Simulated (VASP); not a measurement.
Runs of VASP 6.6.1 on NbSi. The structure is that of space group Pm-3m (No. 221), or close to it. The cells are those of the table. 

| level | spin | cell | screening parameter | gap on the mesh (eV) | pressure (GPa) |
| --- | --- | --- | --- | --- | --- |
| PBE-based screened hybrid with 25 % exact exchange | off | a = 3.156 Å, 2 atoms | 0.1 1/Å | none | (b) |
| HSE06 | non-collinear, zero start, SOC | a = 3.156 Å, 2 atoms | 0.2079 1/Å | - | -2.0 |
| PBE-based screened hybrid with 25 % exact exchange | off | a = 3.156 Å, 2 atoms | 0.3 1/Å | none | -1.2 |
| PBEsol-based global hybrid with 25 % exact exchange | off | a = 3.131 Å, 2 atoms | - | none | (a) |
| PBE-based screened hybrid with 25 % exact exchange | off | a = 3.156 Å, 2 atoms | 0.2 1/Å | none | -1.7 |
| PBE-based screened hybrid with 25 % exact exchange | off | a = 3.156 Å, 2 atoms | 0.6 1/Å | none | 0.2 |
| PBE-based screened hybrid with 25 % exact exchange | off | a = 3.156 Å, 2 atoms | 0.4 1/Å | none | -0.7 |
| PBE-based screened hybrid with 25 % exact exchange | off | a = 3.156 Å, 2 atoms | 0.15 1/Å | none | -2.0 |

Alike in all rows: task single point; potentials or basis VASP PAW PBE potentials, release 64 (Nb_sv, Si); k mesh 4 × 4 × 4; cutoff (eV) 520; smearing fermi-dirac 0.05 eV.

Estimate the missing entries.

(a) -0.6; (b) -2.2.

Caveats: all runs use coarse meshes; the PAW data sets were made with another functional, which shifts forces and pressure a little.

A k mesh can miss the band edges, and rows without SOC leave out spin-orbit coupling on Nb.

A gap of «none» marks levels without a gap at the run's occupations.
